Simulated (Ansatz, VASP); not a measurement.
**Two plane-wave programs on NaCl**

```
Na Cl
1.0
     0.00000    2.81000    2.81000
     2.81000    0.00000    2.81000
     2.81000    2.81000    0.00000
Na Cl
1 1
Direct
  0.00000 0.00000 0.00000
  0.50000 0.50000 0.50000
```

Alike in both runs: task relaxation of cell and atoms; functional r2SCAN; k mesh 14 × 14 × 14; occupations fermi-dirac, width 0.1 eV; no spin polarisation.

|  | VASP | Ansatz |
| --- | --- | --- |
| version | VASP 6.6.1 | Ansatz 0.2.0 |
| potentials or method | VASP PAW PBE potentials, release 64 (Na_pv, Cl) | PAW with Ansatz's default frozen-core files, scalar-relativistic |
| plane-wave cutoff (eV) | 600 | 500 |
| valence electrons in the cell | 14 | 16 |

```tsv
	VASP	Ansatz	Ansatz less VASP
relaxed volume (Å³/atom)	21.88	22.05	+0.164
relaxed cell length with the largest relative difference (Å)	3.956	3.965	+0.0099
```

VASP's potentials were made for PBE, not for r2SCAN. VASP's potentials hold 14 valence electrons a cell and Ansatz's 16, so a difference there can come from the potentials and not from the codes.
